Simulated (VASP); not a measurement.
The system is Rh.

```
Rh
1.0
     2.23913    0.00000    0.00000
    -1.11956    1.93914    0.00000
     0.00000    0.00000    2.12135
Rh
1
Direct
  0.00000 0.00000 0.00000
```

This cell differs from its parent crystal: volume scaled by 0.6.

Base run:

```yaml
Program: VASP 6.6.1
Functional: PBE
Potentials_or_basis: VASP PAW PBE potentials, release 64 (Rh_sv_GW)
Cutoff: 530 eV
k_mesh: 17 × 17 × 15
Occupations: fermi-dirac, width 0.1 eV
Spin: no spin polarisation
```

Its results: pressure 367.8 GPa.

Q: The run is repeated on the same cell with these changes: potentials or basis from VASP PAW PBE potentials, release 64 (Rh_sv_GW) to VASP PAW PBE potentials, release 64 (Rh_pv); cutoff from 530 eV to 520 eV; valence electrons from 17 to 15. What comes out?

A: Pressure 376.1 GPa.
